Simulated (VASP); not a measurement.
Here is a VASP 6.6.1 calculation.

INCAR

```
SYSTEM = C
  ALGO = Normal
  EDIFF = 1E-6
  ENCUT = 520
  GGA = PE
  ISIF = 2
  ISMEAR = 0
  IVDW = 12
  LASPH = .True.
  LCHARG = .False.
  LREAL = .False.
  LWAVE = .False.
  NBANDS = 31
  NELM = 100
  PREC = Accurate
  SIGMA = 0.05
```

The input KPOINTS:

```
k-points
0
Gamma
  7 11 3
  0 0 0
```

POSCAR

```
C
1.0
    0.0000000000      1.4231666446     -3.3613878322
   -2.4649969361      0.0000000000      0.0000000000
    2.0541641134     12.6717396854      3.4885472117
C
10
Direct
    0.3787337238      0.1448233760      0.6537880512
    0.7523865791      0.6418929909      0.0502715891
    0.9089733653      0.2676255872      0.2011507046
    0.0655601514      0.8933581835      0.3520298201
    0.2221469376      0.5190907797      0.5029089357
    0.8042002071      0.1838396053      0.1006075264
   -0.0392130067      0.8095722016      0.2514866419
    0.1173737795      0.4353047979      0.4023657575
    0.2739605657      1.0610373942      0.5532448730
    0.4305473518      0.6867699904      0.7041239885
```

Potentials or basis: VASP PAW PBE potentials, release 64 (C).

Command:

```sh
$ cat potpaw_PBE.64/C/POTCAR > POTCAR
$ mpirun -np 1 vasp_std > vasp.out
```

(1) Predict the pressure.

(2) Estimate the dispersion energy per atom.

(3) Estimate the band gap on the k mesh.

Answers

(1) 0.0 GPa.

(2) -0.134 eV.

(3) zero (bands 20 and 21 overlap by 0.23 eV).

Caveat: forces of over 1 eV/Å act on the atoms, so gaps and moduli don't describe the material at rest.
